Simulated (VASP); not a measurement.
# ScAl (Cmcm) in VASP: single point with PBEsol

Aim: the single point of ScAl with PBEsol.

All numbers are computed with VASP 6.6.1; they aren't measurements. Logs are shortened: lines on timing, memory, paths and dates and some standing lists are left out, and cuts for length are marked.

## Step 1: The cell of the first run

The structure is orthorhombic, space group Cmcm (No. 63). The conventional cell has a = 3.289 Å, b = 11.024 Å, c = 4.335 Å, α = 90.00°, β = 90.00°, γ = 90.00°. Within 3.8 Å of Sc (site symmetry m2m) lie 7 Al at 2.91 to 3.04 Å and 6 Sc at 3.29 to 3.33 Å. Al (site symmetry m2m) has 4 Al at 2.65 to 3.29 Å and 7 Sc at 2.91 to 3.04 Å within 3.5 Å.

## Step 2: Single point, PBEsol

File INCAR:

```
SYSTEM = ScAl
PREC = Accurate ; ENCUT = 520
EDIFF = 1E-6 ; ISMEAR = -1
SIGMA = 0.05 ; LREAL = .False.
LASPH = .True. ; NELM = 60
ALGO = Normal ; ISIF = 2
LWAVE = .False. ; LCHARG = .False.
GGA = PS ; NBANDS = 22
```

File KPOINTS:

```
Automatic mesh
0
Gamma
  9 9 10
  0 0 0
```

File POSCAR:

```
ScAl
1.0
    1.6443946465     -5.5122241900      0.0000000000
    1.6443946465      5.5122241900      0.0000000000
    0.0000000000      0.0000000000      4.3352079629
Sc Al
2 2
Direct
    0.8373527558      0.1626472442      0.7500000000
    0.1626472442      0.8373527558      0.2500000000
    0.5693999258      0.4306000742      0.7500000000
    0.4306000742      0.5693999258      0.2500000000
```

Potentials or basis: VASP PAW PBE potentials, release 64 (Sc_sv, Al).

Run with:

```console
$ cat potpaw_PBE.64/Sc_sv/POTCAR potpaw_PBE.64/Al/POTCAR > POTCAR
$ mpirun -np 1 vasp_std > vasp.out
```

OUTCAR:

```text
SYSTEM = ScAl
   PREC = Accurate
   ENCUT = 520
   EDIFF = 1E-6
   ISMEAR = -1
   LREAL = .False.
   LASPH = .True.
   NELM = 60
   ISIF = 2
   GGA = PS

 ion  position               nearest neighbor table
   1  0.837  0.163  0.750-   4 2.91   4 2.91   4 2.91   4 2.91   3 2.95   3 3.04   3 3.04   2 3.33
                             2 3.33   2 3.33   2 3.33
   2  0.163  0.837  0.250-   3 2.91   3 2.91   3 2.91   3 2.91   4 2.95   4 3.04   4 3.04   1 3.33
                             1 3.33   1 3.33   1 3.33
   3  0.569  0.431  0.750-   4 2.65   4 2.65   2 2.91   2 2.91   2 2.91   2 2.91   1 2.95   1 3.04
                             1 3.04
   4  0.431  0.569  0.250-   3 2.65   3 2.65   1 2.91   1 2.91   1 2.91   1 2.91   2 2.95   2 3.04
                             2 3.04

  LATTYP: Found a base centered orthorhombic cell.
 ALAT       =     3.2887892930
 B/A-ratio  =     3.3521297346
 C/A-ratio  =     1.3181774740

  Lattice vectors:

 A1 = (   1.6443946465,  -5.5122241900,   0.0000000000)
 A2 = (   1.6443946465,   5.5122241900,   0.0000000000)
 A3 = (   0.0000000000,   0.0000000000,   4.3352079629)

Analysis of symmetry for initial positions (statically):
=====================================================================
 Subroutine PRICEL returns:
 Original cell was already a primitive cell.

 Routine SETGRP: Setting up the symmetry group for a
 base centered orthorhombic supercell.

 Subroutine GETGRP returns: Found  8 space group operations
 (whereof  4 operations were pure point group operations)
 out of a pool of  8 trial point group operations.

The static configuration has the point symmetry C_2h.
 The point group associated with its full space group is D_2h.

Analysis of symmetry for dynamics (positions and initial velocities):
=====================================================================
 Subroutine PRICEL returns:
 Original cell was already a primitive cell.

 Routine SETGRP: Setting up the symmetry group for a
 base centered orthorhombic supercell.

 Subroutine GETGRP returns: Found  8 space group operations
 (whereof  4 operations were pure point group operations)
 out of a pool of  8 trial point group operations.

The dynamic configuration has the point symmetry C_2h.
 The point group associated with its full space group is D_2h.

 Subroutine INISYM returns: Found  8 space group operations
 (whereof  4 operations are pure point group operations),
 and found     1 'primitive' translations

----------------------------------------------------------------------------------------

                                     Primitive cell

  volume of cell :      78.5910

  direct lattice vectors                    reciprocal lattice vectors
     1.644394646 -5.512224190  0.000000000     0.304063262 -0.090707486  0.000000000
     1.644394646  5.512224190  0.000000000     0.304063262  0.090707486  0.000000000
     0.000000000  0.000000000  4.335207963     0.000000000  0.000000000  0.230669442

  length of vectors
     5.752273401  5.752273401  4.335207963     0.317304767  0.317304767  0.230669442

  position of ions in fractional coordinates (direct lattice)
     0.837352756  0.162647244  0.750000000
     0.162647244  0.837352756  0.250000000
     0.569399926  0.430600074  0.750000000
     0.430600074  0.569399926  0.250000000

  ion indices of the primitive-cell ions
   primitive index   ion index
                 1           1
                 2           2
                 3           3
                 4           4

----------------------------------------------------------------------------------------

 KPOINTS: Automatic mesh

Automatic generation of k-mesh.
 Grid dimensions read from file:
 generate k-points for:    9    9   10

 Generating k-lattice:

  Cartesian coordinates                     Fractional coordinates (reciprocal lattice)
     0.033784807 -0.010078610  0.000000000     0.111111111 -0.000000000  0.000000000
     0.033784807  0.010078610  0.000000000    -0.000000000  0.111111111  0.000000000
     0.000000000  0.000000000  0.023066944     0.000000000  0.000000000  0.100000000

  Length of vectors
     0.035256085  0.035256085  0.023066944

  Shift w.r.t. Gamma in fractional coordinates (k-lattice)
     0.000000000  0.000000000  0.000000000

 Subroutine IBZKPT returns following result:
 ===========================================

 Found    150 irreducible k-points:

 Following reciprocal coordinates:
            Coordinates               Weight
  0.000000  0.000000  0.000000      1.000000
  0.111111  0.000000  0.000000      4.000000
  0.222222  0.000000  0.000000      4.000000
  0.333333  0.000000  0.000000      4.000000
  0.444444  0.000000  0.000000      4.000000
  0.111111  0.111111  0.000000      2.000000
[... 16 lines left out ...]
 -0.333333  0.333333  0.000000      2.000000
  0.444444  0.444444  0.000000      2.000000
 [... further k-points ...]
   k-points           NKPTS =    150   k-points in BZ     NKDIM =    150   number of bands    NBANDS=     22
   number of dos      NEDOS =    301   number of ions     NIONS =      4
   total plane-waves  NPLWV =  73728
   dimension x,y,z NGX =    48 NGY =   48 NGZ =   32
   dimension x,y,z NGXF=    96 NGYF=   96 NGZF=   64
   ions per type =               2   2
   NGX,Y,Z   is equivalent  to a cutoff of  13.87, 13.87, 12.27 a.u.
   NGXF,Y,Z  is equivalent  to a cutoff of  27.74, 27.74, 24.54 a.u.
 SYSTEM =  ScAl
   PREC   = accura    normal or accurate (medium, high low for compatibility)
   ISTART =      0    job   : 0-new  1-cont  2-samecut
   ICHARG =      2    charge: 1-file 2-atom 10-const
   ISPIN  =      1    spin polarized calculation?
   LNONCOLLINEAR =      F non collinear calculations
   LSORBIT =      F    spin-orbit coupling
   LASPH  =      T    aspherical Exc in radial PAW
   ENCUT  =  520.0 eV  38.22 Ry    6.18 a.u.  10.70 10.70  8.06*2*pi/ulx,y,z
   NELM   =     60;   NELMIN=  2; NELMDL= -5     # of ELM steps
   EDIFF  = 0.1E-05   stopping-criterion for ELM
   LREAL  =      F    real-space projection
   EDIFFG = 0.1E-04   stopping-criterion for IOM
   NSW    =      0    number of steps for IOM
   IBRION =     -1    ionic relax: 0-MD 1-quasi-New 2-CG
   NFREE  =      0    steps in history (QN), initial steepest desc. (CG)
   ISIF   =      2    stress and relaxation
   ISYM   =      2    0-nonsym 1-usesym 2-fastsym
   POTIM  = 0.5000    time-step for ionic-motion
   TEBEG  =    0.0;   TEEND  =   0.0 temperature during run
   PSTRESS=    0.0 pullay stress
   NELECT =      28.0000    total number of electrons
   NUPDOWN=      -1.0000    fix difference up-down
   EMIN   =  10.00;   EMAX   =-10.00  energy-range for DOS
   EFERMI =   0.00;   METHOD = LEGACY
   ISMEAR =    -1;   SIGMA  =   0.05  broadening in eV -4-tet -1-fermi 0-gaus
   EFERMI_NEDOS =   21; number of points for ismear=-14 and -15
   IALGO  =     38    algorithm
   IMIX   =      4    mixing-type and parameters
     AMIX     =   0.40;   BMIX     =  1.00
     AMIX_MAG =   1.60;   BMIX_MAG =  1.00
  volume/ion in A,a.u.               =      19.65       132.59
  Fermi-wavevector in a.u.,A,eV,Ry     =   1.160566  2.193152 18.325874  1.346914
  Thomas-Fermi vector in A             =   2.297147
   LORBIT       =      0    0 simple, 1 ext, 2 COOP (PROOUT), +10 PAW based schemes
   GGA     = PS    functional components
   LHFCALC =     F    Hartree Fock is set to
   AEXX    =    0.0000 exact exchange contribution
   IVDW    =     0    specifies the selected vdW correction
   LEPSILON=     F    determine dielectric tensor
   LRPA    =     F    only Hartree local field effects (RPA)
 non-spin polarized calculation
  energy-cutoff  :      520.00
  volume of cell :       78.59
 maximum number of plane-waves:      2135
 NGX is ok and might be reduce to    48
   NGX = 21   NGY = 21   NGZ = 17

 number of electron      28.0000001 magnetization

 Free energy of the ion-electron system (eV)
  ---------------------------------------------------
  ext. energy  EPLUGINS =         0.00000000
  ---------------------------------------------------
  free energy    TOTEN  =       -23.04822235 eV

  energy without entropy =      -23.00842064  energy(sigma->0) =      -23.02832150

 E-fermi :   5.3963     XC(G=0): -10.2818

 val. band max:        5.3961647426   @ k =   0.4444   0.0000   0.5000
 cond. band min:       5.3980475434   @ k =   0.3333   0.1111   0.3000
 fundamental gap:      0.0018828007
 Fermi energy:         5.3962830869

 k-point     1 :       0.0000    0.0000    0.0000
  band No.  band energies     occupation
      1     -43.6455      2.00000
      2     -43.6129      2.00000
      3     -22.4646      2.00000
      4     -22.4518      2.00000
      5     -22.3460      2.00000
      6     -22.3323      2.00000
[... 14 lines left out ...]
     21       8.4122      0.00000
     22       8.4361      0.00000

 k-point     2 :       0.1111    0.0000    0.0000
  band No.  band energies     occupation
      1     -43.6423      2.00000
      2     -43.6116      2.00000
      3     -22.4578      2.00000
      4     -22.4473      2.00000
      5     -22.3517      2.00000
      6     -22.3336      2.00000
[... 14 lines left out ...]
     21       8.3972      0.00000
     22       8.7669      0.00000

 k-point     3 :       0.2222    0.0000    0.0000
  band No.  band energies     occupation
      1     -43.6338      2.00000
      2     -43.6088      2.00000
      3     -22.4394      2.00000
      4     -22.4374      2.00000
      5     -22.3780      2.00000
      6     -22.3380      2.00000
[... 14 lines left out ...]
     21       8.8799      0.00000
     22       9.5243      0.00000

 k-point     4 :       0.3333    0.0000    0.0000
  band No.  band energies     occupation
      1     -43.6231      2.00000
      2     -43.6068      2.00000
      3     -22.4381      2.00000
      4     -22.4258      2.00000
      5     -22.4138      2.00000
      6     -22.3476      2.00000
[... 14 lines left out ...]
     21       9.1936      0.00000
     22       9.5078      0.00000

 k-point     5 :       0.4444    0.0000    0.0000
  band No.  band energies     occupation
      1     -43.6136      2.00000
      2     -43.6079      2.00000
      3     -22.4607      2.00000
      4     -22.4583      2.00000
      5     -22.3872      2.00000
      6     -22.3639      2.00000
[... 14 lines left out ...]
     21       9.5299      0.00000
     22       9.5895      0.00000

 k-point     6 :       0.1111    0.1111    0.0000
  band No.  band energies     occupation
      1     -43.6339      2.00000
      2     -43.6087      2.00000
      3     -22.4399      2.00000
      4     -22.4387      2.00000
      5     -22.3768      2.00000
      6     -22.3376      2.00000
[... 14 lines left out ...]
     21       8.6761      0.00000
     22       9.4535      0.00000

 k-point     7 :       0.2222    0.1111    0.0000
  band No.  band energies     occupation
      1     -43.6232      2.00000
      2     -43.6066      2.00000
      3     -22.4396      2.00000
      4     -22.4244      2.00000
      5     -22.4147      2.00000
      6     -22.3468      2.00000
[... 324 lines left out ...]
      6     -22.3506      2.00000
[... 14 lines left out ...]
     21       8.6911      0.00000
     22       9.0107      0.00000

 k-point    21 :       0.4444    0.3333    0.0000
  band No.  band energies     occupation
      1     -43.6331      2.00000
      2     -43.6095      2.00000
      3     -22.4358      2.00000
      4     -22.4264      2.00000
      5     -22.3887      2.00000
      6     -22.3416      2.00000
[... 14 lines left out ...]
     21       8.7993      0.00000
     22       9.1580      0.00000

 k-point    22 :      -0.4444    0.3333    0.0000
  band No.  band energies     occupation
      1     -43.6415      2.00000
      2     -43.6123      2.00000
      3     -22.4542      2.00000
      4     -22.4354      2.00000
      5     -22.3653      2.00000
      6     -22.3372      2.00000
[... 14 lines left out ...]
     21       9.2249      0.00000
     22       9.5263      0.00000

 k-point    23 :      -0.3333    0.3333    0.0000
  band No.  band energies     occupation
      1     -43.6448      2.00000
      2     -43.6135      2.00000
      3     -22.4614      2.00000
      4     -22.4414      2.00000
      5     -22.3581      2.00000
      6     -22.3356      2.00000
[... 14 lines left out ...]
     21       8.5541      0.00000
     22       8.8245      0.00000

 k-point    24 :       0.4444    0.4444    0.0000
  band No.  band energies     occupation
      1     -43.6414      2.00000
      2     -43.6124      2.00000
      3     -22.4537      2.00000
      4     -22.4334      2.00000
      5     -22.3675      2.00000
      6     -22.3377      2.00000
[... 14 lines left out ...]
     21       9.3608      0.00000
     22       9.3751      0.00000

 [... further k-points ...]

------------------------ aborting loop because EDIFF is reached ----------------------------------------

  FORCE on cell =-STRESS in cart. coord.  units (eV):
  Direction    XX          YY          ZZ          XY          YZ          ZX
  --------------------------------------------------------------------------------------
  -------------------------------------------------------------------------------------
  Total        0.0385813      0.0649780      0.0779327      0.0000000      0.0000000      0.0000000
  in kB        0.7865289      1.3246591      1.5887568      0.0000000      0.0000000      0.0000000
  external PRESSURE =       1.2333149 kB  Pullay stress =       0.0000000 kB

 VOLUME and BASIS-vectors are now :
 -----------------------------------------------------------------------------
  energy-cutoff  :      520.00
  volume of cell :       78.59
      direct lattice vectors                 reciprocal lattice vectors
     1.644394646 -5.512224190  0.000000000     0.304063262 -0.090707486  0.000000000
     1.644394646  5.512224190  0.000000000     0.304063262  0.090707486  0.000000000
     0.000000000  0.000000000  4.335207963     0.000000000  0.000000000  0.230669442

 POSITION                                       TOTAL-FORCE (eV/Angst)
 -----------------------------------------------------------------------------------
      1.64439     -3.71913      3.25141         0.000000      0.005432     -0.000000
      1.64439      3.71913      1.08380         0.000000     -0.005432      0.000000
      1.64439     -0.76510      3.25141         0.000000      0.001210      0.000000
      1.64439      0.76510      1.08380         0.000000     -0.001210      0.000000
 -----------------------------------------------------------------------------------
    total drift:                                0.000000      0.000000     -0.000000

  FREE ENERGIE OF THE ION-ELECTRON SYSTEM (eV)
  ---------------------------------------------------
  free  energy   TOTEN  =       -23.0482223536 eV

  energy  without entropy=      -23.0084206410  energy(sigma->0) =      -23.02832150
```

Wall time 5.1 min (1 thread of Intel Xeon Platinum 8259CL at 2.50GHz (Skylake/Cascade Lake), shared host); peak memory 0.41 GiB.

Results:

* Free energy: -23.0482 eV
* Pressure: 0.1 GPa
* Largest force: 0.005 eV/Å
* Band gap on the k mesh: zero (bands 14 and 15 overlap by 1.33 eV)

Forces in eV/Å, atoms in the order of the input:
```
Sc   0.000  0.005  0.000
Sc   0.000 -0.005  0.000
Al   0.000  0.001  0.000
Al   0.000 -0.001  0.000
```

Levels at points of the mesh, in eV from the Fermi level:
| k point | band 12 | band 13 | band 14 | band 15 | band 16 | band 17 |
| --- | --- | --- | --- | --- | --- | --- |
| (0.00, 0.00, 0.00) | -1.42 | -1.07 | 0.68 | 1.03 | 1.63 | 1.97 |
| (0.00, 0.00, 0.50) | -1.78 | -1.17 | -1.17 | 1.52 | 1.52 | 1.78 |

Caveat: the PAW data sets were made with another functional, which shifts forces and pressure a little.
